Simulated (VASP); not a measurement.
# Al (Fm-3m) in VASP: a series of runs, part 2 of 2

VASP 6.6.1.

## Step 3: Single point, LDA

Contents of INCAR:

```
  ALGO = Normal
  EDIFF = 1E-7
  ENCUT = 520
  GGA = CA
  ISIF = 2
  ISMEAR = 1
  LASPH = True
  LCHARG = True
  LELF = True
  LREAL = False
  LVHAR = True
  LWAVE = False
  NBANDS = 8
  NELM = 100
  PREC = Accurate
  SIGMA = 0.2
```

Contents of KPOINTS:

```
k-points
0
Gamma
  14 14 14
```

Contents of POSCAR:

```
Al
1.0
    0.0000000000      1.9916090303      1.9916090303
    1.9916090303      0.0000000000      1.9916090303
    1.9916090303      1.9916090303      0.0000000000
Al
1
Direct
    0.0000000000      0.0000000000      0.0000000000
```

Potentials or basis: VASP PAW LDA potentials, release 64 (Al).

On the command line:

```
$ cat potpaw_LDA.64/Al/POTCAR > POTCAR
$ mpirun -np 1 vasp_std > vasp.out
```

OUTCAR:

```text
EDIFF = 1E-7
   ENCUT = 520
   GGA = CA
   ISIF = 2
   ISMEAR = 1
   LASPH = True
   LREAL = False
   NELM = 100
   PREC = Accurate

 ion  position               nearest neighbor table
   1  0.000  0.000  0.000-

  LATTYP: Found a face centered cubic cell.
 ALAT       =     3.9832180606

  Lattice vectors:

 A1 = (   0.0000000000,   1.9916090303,   1.9916090303)
 A2 = (   1.9916090303,   0.0000000000,   1.9916090303)
 A3 = (   1.9916090303,   1.9916090303,   0.0000000000)

Analysis of symmetry for initial positions (statically):
=====================================================================
 Subroutine PRICEL returns:
 Original cell was already a primitive cell.

 Routine SETGRP: Setting up the symmetry group for a
 face centered cubic supercell.

 Subroutine GETGRP returns: Found 48 space group operations
 (whereof 48 operations were pure point group operations)
 out of a pool of 48 trial point group operations.

The static configuration has the point symmetry O_h .

Analysis of symmetry for dynamics (positions and initial velocities):
=====================================================================
 Subroutine PRICEL returns:
 Original cell was already a primitive cell.

 Routine SETGRP: Setting up the symmetry group for a
 face centered cubic supercell.

 Subroutine GETGRP returns: Found 48 space group operations
 (whereof 48 operations were pure point group operations)
 out of a pool of 48 trial point group operations.

The dynamic configuration has the point symmetry O_h .

 Subroutine INISYM returns: Found 48 space group operations
 (whereof 48 operations are pure point group operations),
 and found     1 'primitive' translations

----------------------------------------------------------------------------------------

                                     Primitive cell

  volume of cell :      15.7995
[... 108 lines left out ...]
  volume/ion in A,a.u.               =      15.80       106.62
  Fermi-wavevector in a.u.,A,eV,Ry     =   0.940953  1.778143 12.046491  0.885392
  Thomas-Fermi vector in A             =   2.068416
   LORBIT       =      0    0 simple, 1 ext, 2 COOP (PROOUT), +10 PAW based schemes
   GGA     = CA    functional components
   LHFCALC =     F    Hartree Fock is set to
   AEXX    =    0.0000 exact exchange contribution
   IVDW    =     0    specifies the selected vdW correction
   LEPSILON=     F    determine dielectric tensor
   LRPA    =     F    only Hartree local field effects (RPA)
 non-spin polarized calculation
 Methfessel and Paxton  Order N= 1 SIGMA  =   0.20
  energy-cutoff  :      520.00
  volume of cell :       15.80
 maximum number of plane-waves:       444
 NGX is ok and might be reduce to    24
   NGX = 11   NGY = 11   NGZ = 11

 number of electron       3.0000000 magnetization

 Free energy of the ion-electron system (eV)
  ---------------------------------------------------
  ext. energy  EPLUGINS =         0.00000000
  ---------------------------------------------------
  free energy    TOTEN  =        -4.18432266 eV

  energy without entropy =       -4.18393306  energy(sigma->0) =       -4.18419280

 E-fermi :   8.2111     XC(G=0): -10.5057

 val. band max:        8.1882786377   @ k =  -0.3571   0.4286   0.2143
 cond. band min:       8.2554428700   @ k =   0.5000   0.2857   0.0000
 fundamental gap:      0.0671642322
 Fermi energy:         8.2111313022

 k-point     1 :       0.0000    0.0000    0.0000
  band No.  band energies     occupation
      1      -3.1539      2.00000
      2      21.0559      0.00000
      3      21.0559      0.00000
      4      21.0559      0.00000
      5      22.7129      0.00000
      6      22.7129      0.00000
      7      22.7129      0.00000
      8      25.1790      0.00000
[... 243 lines left out ...]
 k-point    24 :       0.2857    0.1429    0.0000
  band No.  band energies     occupation
      1      -1.0808      2.00000
      2      12.6163      0.00000
      3      16.8600      0.00000
      4      18.3993      0.00000
      5      18.8830      0.00000
      6      22.8483      0.00000
      7      26.7592      0.00000
      8      27.4010      0.00000

 [... further k-points ...]

------------------------ aborting loop because EDIFF is reached ----------------------------------------

  FORCE on cell =-STRESS in cart. coord.  units (eV):
  Direction    XX          YY          ZZ          XY          YZ          ZX
  --------------------------------------------------------------------------------------
  -------------------------------------------------------------------------------------
  Total       -0.0172469     -0.0172469     -0.0172469      0.0000000     -0.0000000      0.0000000
  in kB       -1.7489576     -1.7489576     -1.7489576      0.0000000     -0.0000000      0.0000000
  external PRESSURE =      -1.7489576 kB  Pullay stress =       0.0000000 kB

 VOLUME and BASIS-vectors are now :
 -----------------------------------------------------------------------------
  energy-cutoff  :      520.00
  volume of cell :       15.80
      direct lattice vectors                 reciprocal lattice vectors
     0.000000000  1.991609030  1.991609030    -0.251053290  0.251053290  0.251053290
     1.991609030  0.000000000  1.991609030     0.251053290 -0.251053290  0.251053290
     1.991609030  1.991609030  0.000000000     0.251053290  0.251053290 -0.251053290

 POSITION                                       TOTAL-FORCE (eV/Angst)
 -----------------------------------------------------------------------------------
      0.00000      0.00000      0.00000         0.000000      0.000000     -0.000000
 -----------------------------------------------------------------------------------
    total drift:                                0.000000     -0.000000     -0.000000

  FREE ENERGIE OF THE ION-ELECTRON SYSTEM (eV)
  ---------------------------------------------------
  free  energy   TOTEN  =        -4.1843226645 eV

  energy  without entropy=       -4.1839330626  energy(sigma->0) =       -4.18419280
```

It took 6.4 s on 1 thread of AMD EPYC 9R45 (Zen 5), shared host; peak memory 0.09 GiB.

Results:

| Item | Value |
| --- | --- |
| Free energy | -4.1843 eV |
| Pressure | -0.2 GPa |

## Step 4: Single point, LDA

Contents of INCAR:

```
SYSTEM = Al
PREC = Accurate ; ENCUT = 520
EDIFF = 1E-6 ; ISMEAR = 1
SIGMA = 0.3 ; LREAL = .FALSE.
LASPH = .TRUE. ; NELM = 80
ALGO = Normal ; ISIF = 2
LWAVE = .FALSE. ; LCHARG = .TRUE.
LELF = .TRUE. ; LVHAR = .TRUE.
NBANDS = 8
```

Contents of KPOINTS:

```
Automatic mesh
0
G
  14 14 14
  0 0 0
```

POSCAR is that of step 3.

On the command line:

```
$ cat potpaw_LDA.64/Al/POTCAR > POTCAR
$ mpirun -np 1 vasp_std > vasp.out
```

Wall time 5.9 s (1 thread of AMD EPYC 9R45 (Zen 5), shared host); peak memory 0.09 GiB.

The run converged. Its results:

* Free energy: -4.1845 eV
* Pressure: -0.1 GPa

Levels at points of the mesh, in eV from the Fermi level:
| k point | band 1 | band 2 | band 3 | band 4 | band 5 | band 6 |
| --- | --- | --- | --- | --- | --- | --- |
| (0.00, 0.00, 0.00) | -11.38 | 12.83 | 12.83 | 12.83 | 14.49 | 14.49 |
| (0.50, 0.00, 0.00) | -4.70 | -4.43 | 11.66 | 11.66 | 11.72 | 11.72 |
| (0.50, 0.50, 0.00) | -2.98 | -1.60 | 5.33 | 5.76 | 5.76 | 9.39 |

## Step 5: Single point, LDA

Contents of INCAR:

```
SYSTEM = Al
PREC     = Accurate       ! precision mode
ENCUT    = 520            ! plane-wave cutoff, eV
EDIFF    = 1E-6           ! SCF threshold, eV
ISMEAR   = 1              ! smearing method
SIGMA    = 0.6            ! smearing width, eV
LREAL    = .False.        ! projectors in reciprocal space
LASPH    = .True.         ! aspherical terms in the spheres
NELM     = 100            ! most SCF steps
ALGO     = Normal         ! electronic algorithm
ISIF     = 2              ! what is computed and relaxed
LWAVE    = .False.        ! write WAVECAR
LCHARG   = .False.        ! write CHGCAR
NBANDS   = 8              ! bands
```

Contents of KPOINTS:

```
Automatic mesh
0
Gamma
  14 14 14
  0 0 0
```

POSCAR is that of step 4.

On the command line:

```
$ cat potpaw_LDA.64/Al/POTCAR > POTCAR
$ mpirun -np 1 vasp_std > vasp.out
```

Run time: 5.7 s. Hardware: 1 thread of AMD EPYC 9R45 (Zen 5), shared host; peak memory 0.09 GiB.

Results (log left out):

* Free energy: -4.1865 eV
* Pressure: 0.0 GPa

Levels at points of the mesh, in eV from the Fermi level:
```csv
k point,band 1,band 2,band 3,band 4,band 5,band 6
"(0.00, 0.00, 0.00)",-11.40,12.81,12.81,12.81,14.46,14.46
"(0.50, 0.00, 0.00)",-4.72,-4.45,11.63,11.63,11.70,11.70
"(0.50, 0.50, 0.00)",-3.00,-1.62,5.30,5.74,5.74,9.37
```

## Step 6: Summary

```tsv
smearing	gap on the mesh (eV)	pressure (GPa)
methfessel-paxton 0.1 eV	none	-0.2
methfessel-paxton 0.2 eV	none	-0.2
methfessel-paxton 0.3 eV	none	-0.1
methfessel-paxton 0.6 eV	none	0.0
```

Alike in all rows: task single point; level LDA; potentials or basis VASP PAW LDA potentials, release 64 (Al); no spin polarisation; cell as given; k mesh 14 × 14 × 14; cutoff (eV) 520.

Every run on the cell as given and a fine mesh finds a metal.

Absolute energies hang on the potentials; compare differences alone.
